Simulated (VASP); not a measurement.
# Ba8Ti8CuO24 (a cell with a defect) in VASP: single point with PBE

Aim: the single point of Ba8Ti8CuO24 (a cell with a defect) with PBE.

Program: VASP 6.6.1. These are calculated values, not measurements. Logs are shortened: lines on timing, memory, paths and dates and some standing lists are left out, and cuts for length are marked.

## Step 1: The cell of the first run

The cell holds a defect, 41 atoms: a = 7.969 Å, b = 7.969 Å, c = 8.411 Å, α = 90.00°, β = 90.00°, γ = 90.00°.

## Step 2: Single point, PBE, collinear spin

The input, INCAR:

```
  ALGO = Normal
  EDIFF = 1E-6
  ENCUT = 520
  GGA = PE
  GGA_COMPAT = False
  ISIF = 2
  ISMEAR = -1
  ISPIN = 2
  LASPH = True
  LCHARG = True
  LELF = True
  LMAXMIX = 4
  LORBIT = 11
  LREAL = Auto
  LVHAR = True
  LWAVE = False
  MAGMOM = 0 0 0 0 0 0 0 0 0 0.16 0 0.17 0 0.18 0 0.2 0 0 0 -0.01 -0.01 -0.01 0 0 0 -0.02 -0.02 -0.01 0 0 0 -0.01 -0.02 -0.01 0 0 0 -0.02 -0.02 -0.01 0
  NBANDS = 196
  NELM = 200
  NUPDOWN = 1.0
  PREC = Accurate
  SIGMA = 0.01
```

The input, KPOINTS:

```
k-points
0
Gamma
  1 1 1
```

The input, POSCAR:

```
Ba8Ti8CuO24
1.0
    7.9691230600      0.0000000000      0.0000000000
    0.0000000000      7.9691230600      0.0000000000
    0.0000000000      0.0000000000      8.4107998800
Ba Ti O Cu
8 8 24 1
Direct
    0.2509539613      0.2440485591      0.3051058207
    0.2607318251      0.2485449133      0.7841503893
    0.2555943715      0.7440513787      0.3007247867
    0.2578619987      0.7466412496      0.7926554068
    0.7268888881      0.2533121882      0.3570063541
    0.7466596958      0.2520725285      0.7800612419
    0.7551807087      0.7460960203      0.3009508056
    0.7496708176      0.7468721408      0.7941626356
    0.0256517560     -0.0261854408      0.0403471733
    0.0034582224     -0.0071108200      0.5641977062
    0.0235845273      0.4970476639      0.0494012467
    0.0051305520      0.5024137499      0.5594830536
    0.5118210585     -0.0129828589      0.0575529090
    0.4973946280     -0.0104774389      0.5630223127
    0.5136545099      0.4821111396      0.0578422988
    0.4957869229      0.5053157003      0.5637898972
    0.0308316233      0.2723018560     -0.0202468258
    0.2522665273     -0.0016701963      0.0215463455
   -0.0067988660      0.0168687319      0.2489833345
   -0.0026036742      0.2496288469      0.5354729710
    0.2454810881     -0.0021093914      0.5231875758
   -0.0001630041     -0.0113894590      0.7776215215
   -0.0065391135      0.7488782586      0.0270986117
    0.2535237547      0.5231142710      0.0247620919
   -0.0011406525      0.4893882264      0.2610491310
    0.0009883145      0.7530474752      0.5122764852
    0.2474756614      0.5005809259      0.5221552127
    0.0010218188      0.5208777639      0.7686832516
    0.4874319258      0.2561148805      0.0212248541
    0.7448106844      0.0167960764      0.0146204882
    0.5004416383      0.0017287975      0.2695662758
    0.4898773642      0.2508850704      0.5366598973
    0.7471823380     -0.0073860072      0.5317225548
    0.4960690116     -0.0019952007      0.7735630490
    0.5067184895      0.7594084010      0.0240604940
    0.7465067304      0.4952424464      0.0185324823
    0.5008513446      0.5008704182      0.2697088306
    0.4937245881      0.7495863667      0.5248450876
    0.7459318868      0.5076558574      0.5321199011
    0.4960678823      0.5053955083      0.7749893105
   -0.1507472015      0.2187423869      0.1043760418
```

Potentials or basis: VASP PAW PBE potentials, release 64 (Ba_sv, Ti_sv, O, Cu).

Started as:

```bash
$ cat potpaw_PBE.64/Ba_sv/POTCAR potpaw_PBE.64/Ti_sv/POTCAR potpaw_PBE.64/O/POTCAR potpaw_PBE.64/Cu/POTCAR > POTCAR
$ mpirun -np 1 vasp_gam > vasp.out
```

OUTCAR:

```text
EDIFF = 1E-6
   ENCUT = 520
   GGA = PE
   ISIF = 2
   ISMEAR = -1
   ISPIN = 2
   LASPH = True
   LORBIT = 11
   LREAL = Auto
   NELM = 200
   NUPDOWN = 1.0
   PREC = Accurate

 ion  position               nearest neighbor table
   1  0.251  0.244  0.305-  21 2.69  32 2.72  27 2.74  19 2.78  31 2.79  20 2.80  25 2.83  37 2.87
                            29 3.04  18 3.09  24 3.24  17 3.26  11 3.46  15 3.51  10 3.56  12 3.56
   2  0.261  0.249  0.784-  17 2.47  29 2.69  34 2.74  32 2.77  40 2.78  18 2.82  22 2.94  20 2.96
                            21 2.97  24 2.98  27 2.98  28 3.00  16 3.34  14 3.36  10 3.43  12 3.44
   3  0.256  0.744  0.301-  38 2.68  27 2.69  26 2.70  21 2.76  37 2.76  31 2.84  25 2.90  24 2.91
                            19 3.05  35 3.07  18 3.10  23 3.11   9 3.39  11 3.43  13 3.48  16 3.49
   4  0.258  0.747  0.793-  24 2.64  40 2.71  28 2.73  34 2.76  18 2.78  35 2.78  22 2.82  23 2.89
                            38 2.93  27 3.00  21 3.03  26 3.12  16 3.32   9 3.32  14 3.33  10 3.41
   5  0.727  0.253  0.357-  41 2.35  32 2.42  39 2.51  33 2.55  20 2.63  37 2.77  31 2.80  19 2.98
                            25 2.98  16 3.23  14 3.28  12 3.43  10 3.49  15 3.54   6 3.56  13 3.71
   6  0.747  0.252  0.780-  30 2.72  36 2.79  17 2.82  40 2.84  34 2.84  41 2.86  20 2.87  32 2.89
                            29 2.90  22 2.91  39 2.92  33 2.94  28 2.95  16 3.37  14 3.41  12 3.42
   7  0.755  0.746  0.301-  26 2.65  39 2.72  33 2.76  38 2.81  37 2.83  25 2.84  31 2.89  19 2.91
                            23 2.99  35 3.06  36 3.11  30 3.23  13 3.41  15 3.51  12 3.53  10 3.56
   8  0.750  0.747  0.794-  28 2.70  35 2.74  36 2.75  23 2.76  22 2.78  40 2.80  30 2.84  34 2.85
                            39 2.91  33 2.95  38 3.05  26 3.10  16 3.40  14 3.40  10 3.42  12 3.44
   9  0.026  0.974  0.040-  19 1.81  23 1.81  18 1.82  22 2.22  30 2.27  17 2.43  41 2.46   4 3.32
[... 26 lines left out ...]
  28  0.001  0.521  0.769-  12 1.77  11 2.38   8 2.70   4 2.73   6 2.95   2 3.00
  29  0.487  0.256  0.021-  15 1.84  13 2.17   2 2.69   6 2.90   1 3.04
  30  0.745  0.017  0.015-  13 1.91  41 1.96   9 2.27   6 2.72   8 2.84   7 3.23
  31  0.500  0.002  0.270-  13 1.79   1 2.79   5 2.80   3 2.84   7 2.89
  32  0.490  0.251  0.537-  16 2.04  14 2.10   5 2.42   1 2.72   2 2.77   6 2.89
  33  0.747  0.993  0.532-  14 2.01  10 2.06   5 2.55   7 2.76   6 2.94   8 2.95
  34  0.496  0.998  0.774-  14 1.77  13 2.39   2 2.74   4 2.76   6 2.84   8 2.85
  35  0.507  0.759  0.024-  13 1.84  15 2.23   8 2.74   4 2.78   7 3.06   3 3.07
  36  0.747  0.495  0.019-  15 1.89  11 2.22   8 2.75   6 2.79   7 3.11
  37  0.501  0.501  0.270-  15 1.79   3 2.76   5 2.77   7 2.83   1 2.87
  38  0.494  0.750  0.525-  14 1.94  16 1.97   3 2.68   7 2.81   4 2.93   8 3.05
  39  0.746  0.508  0.532-  16 2.01  12 2.08   5 2.51   7 2.72   8 2.91   6 2.92
  40  0.496  0.505  0.775-  16 1.78  15 2.39   4 2.71   2 2.78   8 2.80   6 2.84
  41  0.849  0.219  0.104-  17 1.84  30 1.96  19 2.32   5 2.35   9 2.46  11 2.66   6 2.86   1 3.62

  LATTYP: Found a simple tetragonal cell.
 ALAT       =     7.9691230600
 C/A-ratio  =     1.0554235161

  Lattice vectors:

 A1 = (   7.9691230600,   0.0000000000,   0.0000000000)
 A2 = (   0.0000000000,   7.9691230600,   0.0000000000)
 A3 = (   0.0000000000,   0.0000000000,   8.4107998800)

Analysis of symmetry for initial positions (statically):
=====================================================================
 Subroutine PRICEL returns:
 Original cell was already a primitive cell.

 Routine SETGRP: Setting up the symmetry group for a
 simple tetragonal supercell.

 Subroutine GETGRP returns: Found  1 space group operations
 (whereof  1 operations were pure point group operations)
 out of a pool of 16 trial point group operations.

The static configuration has the point symmetry C_1 .

Analysis of symmetry for dynamics (positions and initial velocities):
=====================================================================
 Subroutine PRICEL returns:
 Original cell was already a primitive cell.

 Routine SETGRP: Setting up the symmetry group for a
 simple tetragonal supercell.

 Subroutine GETGRP returns: Found  1 space group operations
 (whereof  1 operations were pure point group operations)
 out of a pool of 16 trial point group operations.

The dynamic configuration has the point symmetry C_1 .

Analysis of structural, dynamic, and magnetic symmetry:
=====================================================================
 Subroutine PRICEL returns:
 Original cell was already a primitive cell.

 Routine SETGRP: Setting up the symmetry group for a
 simple tetragonal supercell.

 Subroutine GETGRP returns: Found  1 space group operations
[... 150 lines left out ...]
   ICHARG =      2    charge: 1-file 2-atom 10-const
   ISPIN  =      2    spin polarized calculation?
   LNONCOLLINEAR =      F non collinear calculations
   LSORBIT =      F    spin-orbit coupling
   LASPH  =      T    aspherical Exc in radial PAW
   ENCUT  =  520.0 eV  38.22 Ry    6.18 a.u.  14.82 14.82 15.64*2*pi/ulx,y,z
   NELM   =    200;   NELMIN=  2; NELMDL= -5     # of ELM steps
   EDIFF  = 0.1E-05   stopping-criterion for ELM
   LREAL  =      T    real-space projection
   EDIFFG = 0.1E-04   stopping-criterion for IOM
   NSW    =      0    number of steps for IOM
   IBRION =     -1    ionic relax: 0-MD 1-quasi-New 2-CG
   NFREE  =      0    steps in history (QN), initial steepest desc. (CG)
   ISIF   =      2    stress and relaxation
   ISYM   =      2    0-nonsym 1-usesym 2-fastsym
   POTIM  = 0.5000    time-step for ionic-motion
   TEBEG  =    0.0;   TEEND  =   0.0 temperature during run
   PSTRESS=    0.0 pullay stress
   NELECT =     331.0000    total number of electrons
   NUPDOWN=       1.0000    fix difference up-down
   EMIN   =  10.00;   EMAX   =-10.00  energy-range for DOS
   EFERMI =   0.00;   METHOD = LEGACY
   ISMEAR =    -1;   SIGMA  =   0.01  broadening in eV -4-tet -1-fermi 0-gaus
   EFERMI_NEDOS =   21; number of points for ismear=-14 and -15
   IALGO  =     38    algorithm
   IMIX   =      4    mixing-type and parameters
     AMIX     =   0.40;   BMIX     =  1.00
     AMIX_MAG =   1.60;   BMIX_MAG =  1.00
  volume/ion in A,a.u.               =      13.03        87.92
  Fermi-wavevector in a.u.,A,eV,Ry     =   1.395719  2.637527 26.504584  1.948032
  Thomas-Fermi vector in A             =   2.519144
   LORBIT       =     11    0 simple, 1 ext, 2 COOP (PROOUT), +10 PAW based schemes
   GGA     = PE    functional components
   LHFCALC =     F    Hartree Fock is set to
   AEXX    =    0.0000 exact exchange contribution
   IVDW    =     0    specifies the selected vdW correction
   LEPSILON=     F    determine dielectric tensor
   LRPA    =     F    only Hartree local field effects (RPA)
 spin polarized calculation
  energy-cutoff  :      520.00
  volume of cell :      534.14
 maximum number of plane-waves:      7212
 NGX is ok and might be reduce to    60
   NGX = 29   NGY = 29   NGZ = 31

 number of electron     331.0000009 magnetization       0.9999724

 Free energy of the ion-electron system (eV)
  ---------------------------------------------------
  ext. energy  EPLUGINS =         0.00000000
  ---------------------------------------------------
  free energy    TOTEN  =      -316.81361292 eV

  energy without entropy =     -316.81361292  energy(sigma->0) =     -316.81361292

 E-fermi :   4.7447     XC(G=0): -11.1466

 val. band max:        5.9305108995   @ k =   0.0000   0.0000   0.0000
 cond. band min:       6.4594972447   @ k =   0.0000   0.0000   0.0000
 fundamental gap:      0.5289863452
 Fermi energy:         6.3170304830

 spin component 1

 k-point     1 :       0.0000    0.0000    0.0000
  band No.  band energies     occupation
      1     -52.4198      1.00000
      2     -52.3343      1.00000
      3     -52.3024      1.00000
      4     -52.2768      1.00000
      5     -52.2648      1.00000
      6     -52.1981      1.00000
[... 169 lines left out ...]
    176       7.6836      0.00000
    177       7.7368      0.00000
 Fermi energy:         4.7446561288

 spin component 2

 k-point     1 :       0.0000    0.0000    0.0000
  band No.  band energies     occupation
      1     -52.4185      1.00000
      2     -52.3324      1.00000
      3     -52.3014      1.00000
      4     -52.2751      1.00000
      5     -52.0441      1.00000
      6     -51.9513      1.00000
[... 169 lines left out ...]
    176       7.8201      0.00000
    177       7.8480      0.00000
 [bands above 177 left out]

------------------------ aborting loop because EDIFF is reached ----------------------------------------

  FORCE on cell =-STRESS in cart. coord.  units (eV):
  Direction    XX          YY          ZZ          XY          YZ          ZX
  --------------------------------------------------------------------------------------
  -------------------------------------------------------------------------------------
  Total       26.8094709     25.7826307     42.5568288     -0.7300293     -1.5665918     -4.4948396
  in kB       80.4156282     77.3355972    127.6501927     -2.1897398     -4.6990282    -13.4823754
  external PRESSURE =      95.1338060 kB  Pullay stress =       0.0000000 kB

 VOLUME and BASIS-vectors are now :
 -----------------------------------------------------------------------------
  energy-cutoff  :      520.00
  volume of cell :      534.14
      direct lattice vectors                 reciprocal lattice vectors
     7.969123060  0.000000000  0.000000000     0.125484321  0.000000000  0.000000000
     0.000000000  7.969123060  0.000000000     0.000000000  0.125484321  0.000000000
     0.000000000  0.000000000  8.410799880     0.000000000  0.000000000  0.118894756

 POSITION                                       TOTAL-FORCE (eV/Angst)
 -----------------------------------------------------------------------------------
      1.99988      1.94485      2.56618        -0.146745      0.022263     -0.155571
      2.07780      1.98069      6.59533         0.049791      0.003686     -0.108645
      2.03686      5.92944      2.52934         0.004846      0.034724     -0.102529
      2.05493      5.95008      6.66687         0.009683      0.024946     -0.025212
      5.79267      2.01868      3.00271         0.039364      0.056859      0.307872
      5.95022      2.00880      6.56094         0.041762      0.019779     -0.126368
[... 33 lines left out ...]
      3.95323      4.02756      6.51828         0.037293     -0.023739      0.082999
      6.76780      1.74318      0.87789        -0.558382     -0.172525     -1.059585
 -----------------------------------------------------------------------------------
    total drift:                               -0.024800     -0.018002      0.025780

  FREE ENERGIE OF THE ION-ELECTRON SYSTEM (eV)
  ---------------------------------------------------
  free  energy   TOTEN  =      -316.8136129173 eV

  energy  without entropy=     -316.8136129173  energy(sigma->0) =     -316.81361292

 total charge

# of ion       s       p       d       tot
------------------------------------------
    1        2.007   5.648   0.309   7.964
    2        2.009   5.658   0.343   8.010
    3        2.008   5.647   0.325   7.980
    4        2.010   5.656   0.339   8.005
    5        2.032   5.617   0.597   8.246
    6        2.009   5.648   0.342   7.999
[... 33 lines left out ...]
   40        1.571   3.487   0.000   5.057
   41        0.389   0.422   9.389  10.200
--------------------------------------------------
tot         71.792 179.192  27.327 278.311

 magnetization (x)

# of ion       s       p       d       tot
------------------------------------------
    1       -0.000  -0.000   0.001   0.001
    2        0.000  -0.000   0.004   0.004
    3       -0.000  -0.000   0.001   0.001
    4        0.000  -0.000   0.004   0.004
    5       -0.000  -0.000   0.005   0.004
    6        0.000  -0.000   0.005   0.005
[... 33 lines left out ...]
   40       -0.000  -0.010   0.000  -0.010
   41        0.000   0.000  -0.000  -0.000
--------------------------------------------------
tot          0.001  -0.152   0.969   0.818
```

It took 6.1 min on 1 thread of AMD EPYC 7R13 (Zen 3), shared host; peak memory 0.7 GiB.

What came out:

```
Free energy                                           : -316.8136 eV
Pressure                                              : 9.5 GPa
Largest force                                         : 1.210 eV/Å
Net moment                                            : 1.00 μB per cell
Site moments                                          : Ba +0.00, +0.01 (each value once); Ti +0.00, +0.22, +0.23, +0.25, +0.26 (each value once); O -0.00, -0.01, -0.02 (each value once); Cu -0.00 μB
Valence electrons inside the program's atomic spheres : Ba 7.96, 8.01, 7.98, 8.25, 8.00 (each value once); Ti 10.48, 10.32, 10.41, 10.34, 10.38, 10.36 (each value once); O 5.07, 5.05, 5.01, 5.02, 5.03, 5.06, 5.04 (each value once); Cu 10.20
```

Forces in eV/Å, atoms in the order of the input:
```
Ba  -0.147  0.022 -0.156
Ba   0.050  0.004 -0.109
Ba   0.005  0.035 -0.103
Ba   0.010  0.025 -0.025
Ba   0.039  0.057  0.308
Ba   0.042  0.020 -0.126
Ba  -0.024  0.026 -0.102
Ba  -0.016  0.019 -0.008
Ti  -0.031  0.049 -0.053
Ti   0.025  0.012 -0.054
Ti  -0.039 -0.064 -0.025
Ti   0.018  0.015 -0.086
Ti  -0.035  0.042 -0.069
Ti  -0.017  0.016 -0.113
Ti  -0.047  0.053 -0.053
Ti  -0.003  0.004 -0.106
O    0.089  0.022  0.196
O    0.118 -0.032  0.052
O   -0.016 -0.016  0.094
O    0.061  0.002  0.047
O   -0.004 -0.003  0.045
O    0.039  0.058  0.101
O    0.008 -0.056  0.010
O    0.109  0.003  0.090
O    0.008  0.019  0.158
O    0.038  0.012  0.104
O    0.008  0.010  0.054
O    0.032 -0.082  0.102
O   -0.002 -0.060  0.026
O    0.013 -0.014  0.031
O    0.041  0.044  0.111
O   -0.114  0.004  0.093
O    0.034 -0.075  0.079
O    0.027  0.009  0.060
O    0.049 -0.036  0.065
O    0.068 -0.056  0.097
O    0.016 -0.030  0.101
O    0.034  0.004  0.026
O    0.038  0.137  0.113
O    0.037 -0.024  0.083
Cu  -0.558 -0.173 -1.060
```

Stress tensor (GPa, compression positive):
```
 8.04 -0.22 -1.35
-0.22  7.73 -0.47
-1.35 -0.47 12.77
```

Caveat: the k points lie up to 0.79 Å⁻¹ apart; spin-orbit coupling is left out, which moves the levels of the heavy elements; the total moment is fixed, so each spin has its own Fermi level.
